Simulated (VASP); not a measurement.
# NbTe (P-6m2) in VASP: further runs

The runs below take NbTe through single point, with PBE+U, PBE.

Everything below comes from runs of VASP 6.6.1. Logs are shortened: lines on timing, memory, paths and dates and some standing lists are left out, and cuts for length are marked.

## 1. The cell of the first run

The structure is hexagonal, space group P-6m2 (No. 187). Conventional cell: a = 3.823 Å, b = 3.823 Å, c = 3.813 Å, α = 90.00°, β = 90.00°, γ = 120.00°. Within 3.8 Å of Nb (site symmetry -6m2) lie 6 Te at 2.92 Å. Within 3.8 Å of Te (site symmetry -6m2) lie 6 Nb at 2.92 Å.

## 2. Single point, PBE+U

INCAR reads:

```
PREC = Accurate ; ENCUT = 520
EDIFF = 1E-7 ; ISMEAR = -5
SIGMA = 0.1 ; LREAL = F
LASPH = T ; NELM = 150
ALGO = Normal ; ISIF = 2
LWAVE = F ; LCHARG = F
LMAXMIX = 4 ; LDAU = T
LDAUTYPE = 1 ; LDAUL = 2 -1
LDAUU = 6.3 0 ; LDAUJ = 0.69 0
LDAUPRINT = 1 ; GGA = PE
NBANDS = 16
```

KPOINTS reads:

```
Automatic mesh
0
Gamma
  3 3 4
```

POSCAR reads:

```
NbTe
1.0
    3.8225068274      0.0000000000      0.0000000000
   -1.9112534137      3.3103880186      0.0000000000
    0.0000000000      0.0000000000      3.8134605576
Nb Te
1 1
Direct
    0.0000000000      0.0000000000      0.5000000000
    0.6666666667      0.3333333333      0.0000000000
```

Potentials or basis: VASP PAW PBE potentials, release 64 (Nb_sv, Te).

Command:

```console
cat potpaw_PBE.64/Nb_sv/POTCAR potpaw_PBE.64/Te/POTCAR > POTCAR
mpirun -np 1 vasp_std > vasp.out
```

OUTCAR:

```text
PREC = Accurate
   ENCUT = 520
   EDIFF = 1E-7
   ISMEAR = -5
   LREAL = F
   LASPH = T
   NELM = 150
   ISIF = 2
   GGA = PE

 ion  position               nearest neighbor table
   1  0.000  0.000  0.500-   2 2.92   2 2.92   2 2.92   2 2.92   2 2.92   2 2.92
   2  0.667  0.333  0.000-   1 2.92   1 2.92   1 2.92   1 2.92   1 2.92   1 2.92

  LATTYP: Found a hexagonal cell.
 ALAT       =     3.8225068274
 C/A-ratio  =     0.9976334196

  Lattice vectors:

 A1 = (   3.8225068274,   0.0000000000,   0.0000000000)
 A2 = (  -1.9112534137,   3.3103880186,   0.0000000000)
 A3 = (   0.0000000000,   0.0000000000,   3.8134605576)

Analysis of symmetry for initial positions (statically):
=====================================================================
 Subroutine PRICEL returns:
 Original cell was already a primitive cell.

 Routine SETGRP: Setting up the symmetry group for a
 hexagonal supercell.

 Subroutine GETGRP returns: Found 12 space group operations
 (whereof 12 operations were pure point group operations)
 out of a pool of 24 trial point group operations.

The static configuration has the point symmetry D_3h.

Analysis of symmetry for dynamics (positions and initial velocities):
=====================================================================
 Subroutine PRICEL returns:
 Original cell was already a primitive cell.

 Routine SETGRP: Setting up the symmetry group for a
 hexagonal supercell.

 Subroutine GETGRP returns: Found 12 space group operations
 (whereof 12 operations were pure point group operations)
 out of a pool of 24 trial point group operations.

The dynamic configuration has the point symmetry D_3h.

 Subroutine INISYM returns: Found 12 space group operations
 (whereof 12 operations are pure point group operations),
 and found     1 'primitive' translations

----------------------------------------------------------------------------------------

                                     Primitive cell

  volume of cell :      48.2555

  direct lattice vectors                    reciprocal lattice vectors
     3.822506827  0.000000000  0.000000000     0.261608427  0.151039696  0.000000000
    -1.911253414  3.310388019  0.000000000     0.000000000  0.302079392  0.000000000
     0.000000000  0.000000000  3.813460558     0.000000000  0.000000000  0.262229013

  length of vectors
     3.822506827  3.822506827  3.813460558     0.302079392  0.302079392  0.262229013

  position of ions in fractional coordinates (direct lattice)
     0.000000000  0.000000000  0.500000000
     0.666666667  0.333333333  0.000000000

  ion indices of the primitive-cell ions
   primitive index   ion index
                 1           1
                 2           2

----------------------------------------------------------------------------------------

 KPOINTS: Automatic mesh

Automatic generation of k-mesh.
 Grid dimensions read from file:
 generate k-points for:    3    3    4

 Generating k-lattice:

  Cartesian coordinates                     Fractional coordinates (reciprocal lattice)
     0.087202809  0.050346565  0.000000000     0.333333333  0.000000000  0.000000000
     0.000000000  0.100693131  0.000000000     0.000000000  0.333333333  0.000000000
     0.000000000  0.000000000  0.065557253     0.000000000  0.000000000  0.250000000

  Length of vectors
     0.100693131  0.100693131  0.065557253

  Shift w.r.t. Gamma in fractional coordinates (k-lattice)
     0.000000000  0.000000000  0.000000000

 TETIRR: Found     28 inequivalent tetrahedra from      216

 Subroutine IBZKPT returns following result:
 ===========================================

 Found      9 irreducible k-points:

 Following reciprocal coordinates:
            Coordinates               Weight
  0.000000  0.000000  0.000000      1.000000
  0.333333  0.000000  0.000000      6.000000
  0.333333  0.333333  0.000000      2.000000
  0.000000  0.000000  0.250000      2.000000
  0.333333  0.000000  0.250000     12.000000
  0.333333  0.333333  0.250000      4.000000
  0.000000  0.000000  0.500000      1.000000
  0.333333  0.000000  0.500000      6.000000
  0.333333  0.333333  0.500000      2.000000
   k-points           NKPTS =      9   k-points in BZ     NKDIM =      9   number of bands    NBANDS=     16
   number of dos      NEDOS =    301   number of ions     NIONS =      2
   total plane-waves  NPLWV =  21952
   dimension x,y,z NGX =    28 NGY =   28 NGZ =   28
   dimension x,y,z NGXF=    56 NGYF=   56 NGZF=   56
   ions per type =               1   1
   NGX,Y,Z   is equivalent  to a cutoff of  12.18, 12.18, 12.21 a.u.
   NGXF,Y,Z  is equivalent  to a cutoff of  24.36, 24.36, 24.41 a.u.
 SYSTEM =  unknown system
   PREC   = accura    normal or accurate (medium, high low for compatibility)
   ISTART =      0    job   : 0-new  1-cont  2-samecut
   ICHARG =      2    charge: 1-file 2-atom 10-const
   ISPIN  =      1    spin polarized calculation?
   LNONCOLLINEAR =      F non collinear calculations
   LSORBIT =      F    spin-orbit coupling
   LASPH  =      T    aspherical Exc in radial PAW
   ENCUT  =  520.0 eV  38.22 Ry    6.18 a.u.   7.11  7.11  7.09*2*pi/ulx,y,z
   NELM   =    150;   NELMIN=  2; NELMDL= -5     # of ELM steps
   EDIFF  = 0.1E-06   stopping-criterion for ELM
   LREAL  =      F    real-space projection
   EDIFFG = 0.1E-05   stopping-criterion for IOM
   NSW    =      0    number of steps for IOM
   IBRION =     -1    ionic relax: 0-MD 1-quasi-New 2-CG
   NFREE  =      0    steps in history (QN), initial steepest desc. (CG)
   ISIF   =      2    stress and relaxation
   ISYM   =      2    0-nonsym 1-usesym 2-fastsym
   POTIM  = 0.5000    time-step for ionic-motion
   TEBEG  =    0.0;   TEEND  =   0.0 temperature during run
   PSTRESS=    0.0 pullay stress
   NELECT =      19.0000    total number of electrons
   NUPDOWN=      -1.0000    fix difference up-down
   EMIN   =  10.00;   EMAX   =-10.00  energy-range for DOS
   EFERMI =   0.00;   METHOD = LEGACY
   ISMEAR =    -5;   SIGMA  =   0.10  broadening in eV -4-tet -1-fermi 0-gaus
   EFERMI_NEDOS =   21; number of points for ismear=-14 and -15
   IALGO  =     38    algorithm
   IMIX   =      4    mixing-type and parameters
     AMIX     =   0.40;   BMIX     =  1.00
     AMIX_MAG =   1.60;   BMIX_MAG =  1.00
  volume/ion in A,a.u.               =      24.13       162.82
  Fermi-wavevector in a.u.,A,eV,Ry     =   1.199897  2.267476 19.589019  1.439752
  Thomas-Fermi vector in A             =   2.335747
   LORBIT       =      0    0 simple, 1 ext, 2 COOP (PROOUT), +10 PAW based schemes
 LDA+U is selected, type is set to LDAUTYPE =  1
   angular momentum for each species LDAUL =     2   -1
   U (eV)           for each species LDAUU =   6.3  0.0
   J (eV)           for each species LDAUJ =   0.7  0.0
   GGA     = PE    functional components
   LHFCALC =     F    Hartree Fock is set to
   AEXX    =    0.0000 exact exchange contribution
   IVDW    =     0    specifies the selected vdW correction
   LEPSILON=     F    determine dielectric tensor
   LRPA    =     F    only Hartree local field effects (RPA)
 non-spin polarized calculation
 Fermi weights with tetrahedron method with Bloechl corrections
  energy-cutoff  :      520.00
  volume of cell :       48.26
 maximum number of plane-waves:      1317
   NGX = 15   NGY = 15   NGZ = 15

atom =   1  type =  1  l = 2

 onsite density matrix

spin component  1

  0.2142  0.0000  0.0000  0.0000 -0.0000
  0.0000  0.2598  0.0000 -0.0000 -0.0000
  0.0000  0.0000  0.1232 -0.0000 -0.0000
  0.0000 -0.0000 -0.0000  0.2598 -0.0000
 -0.0000 -0.0000 -0.0000 -0.0000  0.2142

spin component  2

  0.2142  0.0000  0.0000  0.0000 -0.0000
  0.0000  0.2598  0.0000 -0.0000 -0.0000
  0.0000  0.0000  0.1232 -0.0000 -0.0000
  0.0000 -0.0000 -0.0000  0.2598 -0.0000
 -0.0000 -0.0000 -0.0000 -0.0000  0.2142

 occupancies and eigenvectors

  o =  0.1232  v =  0.0000 -0.0000 -1.0000  0.0000 -0.0000  0.0000  0.0000  0.0000  0.0000  0.0000      0.0000  0.0000  0.0000  0.0000  0.0000  0.0000  0.0000  0.0000  0.0000  0.0000
  o =  0.1232  v =  0.0000  0.0000  0.0000  0.0000  0.0000  0.0000 -0.0000 -1.0000  0.0000 -0.0000      0.0000  0.0000  0.0000  0.0000  0.0000  0.0000  0.0000  0.0000  0.0000  0.0000
  o =  0.2142  v =  0.0000  0.0000  0.0000  0.0000 -1.0000  0.0000  0.0000  0.0000  0.0000  0.0000      0.0000  0.0000  0.0000  0.0000  0.0000  0.0000  0.0000  0.0000  0.0000  0.0000
  o =  0.2142  v =  1.0000  0.0000  0.0000  0.0000  0.0000  0.0000  0.0000  0.0000  0.0000  0.0000      0.0000  0.0000  0.0000  0.0000  0.0000  0.0000  0.0000  0.0000  0.0000  0.0000
  o =  0.2142  v =  0.0000  0.0000  0.0000  0.0000  0.0000  1.0000  0.0000  0.0000  0.0000  0.0000      0.0000  0.0000  0.0000  0.0000  0.0000  0.0000  0.0000  0.0000  0.0000  0.0000
  o =  0.2142  v =  0.0000  0.0000  0.0000  0.0000  0.0000  0.0000  0.0000  0.0000  0.0000 -1.0000      0.0000  0.0000  0.0000  0.0000  0.0000  0.0000  0.0000  0.0000  0.0000  0.0000
  o =  0.2598  v =  0.0000  0.0000  0.0000  0.0000  0.0000  0.0000 -1.0000  0.0000 -0.0000  0.0000      0.0000  0.0000  0.0000  0.0000  0.0000  0.0000  0.0000  0.0000  0.0000  0.0000
  o =  0.2598  v =  0.0000 -1.0000  0.0000 -0.0000  0.0000  0.0000  0.0000  0.0000  0.0000  0.0000      0.0000  0.0000  0.0000  0.0000  0.0000  0.0000  0.0000  0.0000  0.0000  0.0000
  o =  0.2598  v =  0.0000 -0.0000  0.0000  1.0000  0.0000  0.0000  0.0000  0.0000  0.0000  0.0000      0.0000  0.0000  0.0000  0.0000  0.0000  0.0000  0.0000  0.0000  0.0000  0.0000
  o =  0.2598  v =  0.0000  0.0000  0.0000  0.0000  0.0000  0.0000 -0.0000  0.0000  1.0000  0.0000      0.0000  0.0000  0.0000  0.0000  0.0000  0.0000  0.0000  0.0000  0.0000  0.0000

 number of electron      19.0000001 magnetization

 Free energy of the ion-electron system (eV)
  ---------------------------------------------------
  ext. energy  EPLUGINS =         0.00000000
  ---------------------------------------------------
  free energy    TOTEN  =        -8.34998237 eV

  energy without entropy =       -8.34998237  energy(sigma->0) =       -8.34998237

 E-fermi :  10.3862     XC(G=0): -10.8509

 val. band max:       10.3359858224   @ k =   0.0000   0.0000   0.0000
 cond. band min:      10.3359858531   @ k =   0.0000   0.0000   0.0000
 fundamental gap:      0.0000000307
 Fermi energy:        10.3861555487

 k-point     1 :       0.0000    0.0000    0.0000
  band No.  band energies     occupation
      1     -46.7744      2.00000
      2     -22.8653      2.00000
      3     -22.7002      2.00000
      4     -22.7002      2.00000
      5      -3.7944      2.00000
      6       7.1552      2.00000
[... 8 lines left out ...]
     15      15.7081      0.00000
     16      16.5775      0.00000

 k-point     2 :       0.3333    0.0000    0.0000
  band No.  band energies     occupation
      1     -46.7708      2.00000
      2     -22.8557      2.00000
      3     -22.7609      2.00000
      4     -22.7150      2.00000
      5      -2.8223      2.00000
      6       4.0721      2.00000
[... 8 lines left out ...]
     15      16.3541      0.00000
     16      17.9672      0.00000

 k-point     3 :       0.3333    0.3333    0.0000
  band No.  band energies     occupation
      1     -46.7690      2.00000
      2     -22.8509      2.00000
      3     -22.7620      2.00000
      4     -22.7514      2.00000
      5      -2.1693      2.00000
      6       3.8191      2.00000
[... 8 lines left out ...]
     15      16.9890      0.00000
     16      17.2491      0.00000

 k-point     4 :       0.0000    0.0000    0.2500
  band No.  band energies     occupation
      1     -46.7730      2.00000
      2     -22.8986      2.00000
      3     -22.6973      2.00000
      4     -22.6973      2.00000
      5      -3.3081      2.00000
      6       4.4357      2.00000
[... 8 lines left out ...]
     15      17.0312      0.00000
     16      17.0312      0.00000

 k-point     5 :       0.3333    0.0000    0.2500
  band No.  band energies     occupation
      1     -46.7694      2.00000
      2     -22.8864      2.00000
      3     -22.7559      2.00000
      4     -22.7112      2.00000
      5      -2.5275      2.00000
      6       4.3335      2.00000
[... 8 lines left out ...]
     15      15.9049      0.00000
     16      18.1460      0.00000

 k-point     6 :       0.3333    0.3333    0.2500
  band No.  band energies     occupation
      1     -46.7676      2.00000
      2     -22.8803      2.00000
      3     -22.7568      2.00000
      4     -22.7465      2.00000
      5      -2.0249      2.00000
      6       4.5529      2.00000
[... 8 lines left out ...]
     15      15.5209      0.00000
     16      18.3061      0.00000

 k-point     7 :       0.0000    0.0000    0.5000
  band No.  band energies     occupation
      1     -46.7716      2.00000
      2     -22.9316      2.00000
      3     -22.6945      2.00000
      4     -22.6945      2.00000
      5      -2.6656      2.00000
      6       2.7091      2.00000
[... 8 lines left out ...]
     15      15.5072      0.00000
     16      18.4686      0.00000

 k-point     8 :       0.3333    0.0000    0.5000
  band No.  band energies     occupation
      1     -46.7680      2.00000
      2     -22.9169      2.00000
      3     -22.7510      2.00000
      4     -22.7075      2.00000
      5      -2.1820      2.00000
      6       3.8535      2.00000
[... 8 lines left out ...]
     15      15.0471      0.00000
     16      16.5719      0.00000

 k-point     9 :       0.3333    0.3333    0.5000
  band No.  band energies     occupation
      1     -46.7662      2.00000
      2     -22.9094      2.00000
      3     -22.7516      2.00000
      4     -22.7417      2.00000
      5      -1.8615      2.00000
      6       4.2962      2.00000
[... 8 lines left out ...]
     15      13.5897      0.00000
     16      17.9540      0.00000

------------------------ aborting loop because EDIFF is reached ----------------------------------------

  FORCE on cell =-STRESS in cart. coord.  units (eV):
  Direction    XX          YY          ZZ          XY          YZ          ZX
  --------------------------------------------------------------------------------------
  -------------------------------------------------------------------------------------
  Total       -1.7733805     -1.7733805     -1.7188538      0.0000000      0.0000000      0.0000000
  in kB      -58.8797670    -58.8797670    -57.0693703      0.0000000      0.0000000      0.0000000
  external PRESSURE =     -58.2763014 kB  Pullay stress =       0.0000000 kB

 VOLUME and BASIS-vectors are now :
 -----------------------------------------------------------------------------
  energy-cutoff  :      520.00
  volume of cell :       48.26
      direct lattice vectors                 reciprocal lattice vectors
     3.822506827  0.000000000  0.000000000     0.261608427  0.151039696  0.000000000
    -1.911253414  3.310388019  0.000000000     0.000000000  0.302079392  0.000000000
     0.000000000  0.000000000  3.813460558     0.000000000  0.000000000  0.262229013

 POSITION                                       TOTAL-FORCE (eV/Angst)
 -----------------------------------------------------------------------------------
      0.00000      0.00000      1.90673        -0.000000      0.000000      0.000000
      1.91125      1.10346      0.00000         0.000000      0.000000      0.000000
 -----------------------------------------------------------------------------------
    total drift:                               -0.000000      0.000000      0.000000

  FREE ENERGIE OF THE ION-ELECTRON SYSTEM (eV)
  ---------------------------------------------------
  free  energy   TOTEN  =        -8.3499823718 eV

  energy  without entropy=       -8.3499823718  energy(sigma->0) =       -8.34998237
```

It took 12 s on 1 thread of Intel Xeon 6975P-C, shared host; peak memory 0.16 GiB.

Results:

- Free energy: -8.3500 eV
- Pressure: -5.8 GPa

Levels at points of the mesh, in eV from the Fermi level:
| k point | band 7 | band 8 | band 9 | band 10 | band 11 | band 12 | band 13 | band 14 |
| --- | --- | --- | --- | --- | --- | --- | --- | --- |
| (0.00, 0.00, 0.00) | -3.23 | -2.90 | -2.67 | -0.05 | -0.05 | 1.55 | 1.85 | 1.85 |
| (0.00, 0.00, 0.50) | -2.80 | -2.80 | -0.90 | -0.90 | 0.88 | 1.13 | 1.13 | 4.21 |

Eigenvalues of the final occupation matrices:
```tsv
site	spin	trace	eigenvalues
site 1 d	1	1.07	0.12 0.21 0.21 0.26 0.26
site 1 d	2	1.07	0.12 0.21 0.21 0.26 0.26
```

Caveat: the k points lie up to 0.63 Å⁻¹ apart; spin-orbit coupling is left out, which moves the levels of the heavy elements; U without spin polarisation on a metal has little footing; the U is typed as a test and isn't derived for this compound; tetrahedron occupations give inexact forces and stress in metals.

(Part 1 of 2 ends here.)
